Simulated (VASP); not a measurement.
A run of VASP 6.6.1:

File INCAR:

```
SYSTEM = Bi
ALGO = Normal
EDIFF = 1E-7
EDIFFG = -0.01
ENCUT = 600
GGA = PS
IBRION = 2
ISIF = 3
ISMEAR = 0
LASPH = .TRUE.
LCHARG = .FALSE.
LREAL = .FALSE.
LWAVE = .FALSE.
NELM = 80
NSW = 80
PREC = Accurate
PSTRESS = 100.7
SIGMA = 0.05
```

KPOINTS

```
k-points
0
G
  20 20 20
  0 0 0
```

POSCAR

```
Bi
1.0
   -1.9000000000      1.9000000000      1.9000000000
    1.9000000000     -1.9000000000      1.9000000000
    1.9000000000      1.9000000000     -1.9000000000
Bi
1
Direct
    0.0000000000      0.0000000000      0.0000000000
```

Potentials or basis: VASP PAW PBE potentials, release 64 (Bi_d).

Command:

```sh
$ cat potpaw_PBE.64/Bi_d/POTCAR > POTCAR
$ mpirun -np 1 vasp_std > vasp.out
```

Hardware: 1 thread of Intel(R) Xeon(R) 6975P-C (Granite Rapids) (shared host).

Estimate the wall time of this run.

Wall time 78 s on 1 thread of Intel(R) Xeon(R) 6975P-C (Granite Rapids), on a shared host, peak memory 0.24 GiB. Counts: scf iterations 29, k points 256, ion steps 3.
